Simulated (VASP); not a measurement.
Crystal: CdSe.

```
CELL_PARAMETERS angstrom
0.00000 3.00760 3.00760
3.00760 0.00000 3.00760
3.00760 3.00760 0.00000
ATOMIC_POSITIONS crystal
Cd 0.00000 0.00000 0.00000
Se 0.25000 0.25000 0.25000
```

Base run:

- Program: VASP 6.6.1
- Functional: PBEsol
- Potentials or basis: VASP PAW PBE potentials, release 64 (Cd, Se)
- Cutoff: 520 eV
- k mesh: 8 × 8 × 8
- Occupations: fermi-dirac, width 0.05 eV
- Spin: no spin polarisation

Its results: band gap on the k mesh 0.55 eV, direct; pressure 2.2 GPa.

**Question.** The run is repeated on the same cell with these changes: functional from PBEsol to RPBE; further incar settings from ALGO = Normal; EDIFF = 1e-06; NBANDS = 16 to ALGO = Normal; EDIFF = 1e-07; NBANDS = 16. What comes out?

**Answer.** Band gap on the k mesh 0.85 eV, direct; pressure 7.3 GPa.

Caveats: the PAW data sets were made with another functional, which shifts forces and pressure a little.

